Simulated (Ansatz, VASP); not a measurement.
Two plane-wave programs on Ta2N

The input INCAR:

```
  PREC = Accurate
  ENCUT = 520
  EDIFF = 1E-6
  ISMEAR = -1
  SIGMA = 0.02
  LREAL = False
  LASPH = True
  NELM = 80
  ALGO = Normal
  ISIF = 2
  LWAVE = False
  LCHARG = True
  GGA = PS
  LELF = True
  LVHAR = True
  NBANDS = 20
```

Contents of KPOINTS:

```
regular mesh
0
Gamma
  15 15 9
```

Contents of POSCAR:

```
Ta2N
1.0
    3.1128615060      0.0000000000      0.0000000000
   -1.5564307530      2.6958171426      0.0000000000
    0.0000000000      0.0000000000      4.8698410000
Ta N
2 1
Direct
    0.3333333333      0.6666666667      0.2547110000
    0.6666666667      0.3333333333      0.7452890000
    0.0000000000      0.0000000000      0.0000000000
```

Input for Ansatz:

```yaml
crystal:
  lattice:
    - [3.112861506, 0.0, 0.0]
    - [-1.556430753, 2.6958171426, 0.0]
    - [0.0, 0.0, 4.869841]
  atoms:
    - { symbol: Ta, position: [0.3333333333, 0.6666666667, 0.254711] }
    - { symbol: Ta, position: [0.6666666667, 0.3333333333, 0.745289] }
    - { symbol: "N", position: [0.0, 0.0, 0.0] }
hamiltonian:
  xc: pbesol
kpoints:
  mp_grid: { grid: [15, 15, 9] }
scf:
  occupations: { method: fermi_dirac, width: 0.02 }
  convergence: { dr2_threshold: 1.0e-09 }
basis:
  ecutwfc: 600
output:
  eigenvalues: true
  forces: true
  stress: true
```

Alike in both runs: task single point; functional PBEsol; k mesh 15 × 15 × 9; occupations fermi-dirac, width 0.02 eV; no spin polarisation.

```csv
,VASP,Ansatz
version,VASP 6.6.1,Ansatz 0.2.0
potentials or method,"VASP PAW PBE potentials, release 64 (Ta_pv, N), cutoff 520 eV","scalar-relativistic, plane waves, PAW"
valence electrons in the cell,27,31
```

Ansatz gave:

- gap on the k mesh at the Fermi level (eV): none
- pressure (GPa): -9.2
- traceless stress, the component that is largest in VASP (GPa): 0.77
- rms of the force components (eV/Å): 0.149

Which values does VASP return?

gap on the k mesh at the Fermi level (eV): none; pressure (GPa): -8.7; traceless stress, the component that is largest in VASP (GPa): 0.72; rms of the force components (eV/Å): 0.126.

VASP's potentials were made for PBE, not for PBEsol. Atom by atom the forces differ by 0.023 eV/Å (rms over components). A gap of «none» marks a metal or a gap that the smearing closes. VASP's potentials hold 27 valence electrons a cell and Ansatz's 31, so a difference there can come from the potentials and not from the codes. Ansatz's warnings: stress scf threshold loose.

Neither program's run includes spin-orbit coupling.
